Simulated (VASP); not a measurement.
A run of VASP 6.6.1 is set up as follows.

Contents of INCAR:

```
SYSTEM = MnSb
  ALGO = Normal
  EDIFF = 1E-8
  ENCUT = 520
  ISIF = 2
  ISMEAR = -1
  ISPIN = 2
  LASPH = .True.
  LCHARG = .False.
  LEFG = .True.
  LMAXMIX = 4
  LORBIT = 11
  LREAL = .False.
  LWAVE = .False.
  MAGMOM = 4 0
  NBANDS = 20
  NELM = 150
  PREC = Accurate
  SIGMA = 0.03
```

The input KPOINTS:

```
k-points
0
Gamma
  11 11 11
  0 0 0
```

The input POSCAR:

```
MnSb
1.0
    0.0000000000      2.7858175484      2.7858175484
    2.7858175484      0.0000000000      2.7858175484
    2.7858175484      2.7858175484      0.0000000000
Mn Sb
1 1
Direct
    0.0000000000      0.0000000000      0.0000000000
    0.5000000000      0.5000000000      0.5000000000
```

Potentials or basis: VASP PAW LDA potentials, release 64 (Mn_pv, Sb).

The run is started by

```bash
$ cat potpaw_LDA.64/Mn_pv/POTCAR potpaw_LDA.64/Sb/POTCAR > POTCAR
$ mpirun -np 1 vasp_std > vasp.out
```

Estimate the pressure.

-7.3 GPa.

Predict the net moment.

3.70 μB per cell.

Estimate the site moments.

Mn +3.57; Sb -0.07 μB.

Caveat: the cell stands under tension; a cell with one magnetic atom can't hold antiferromagnetic order, which such compounds often take.
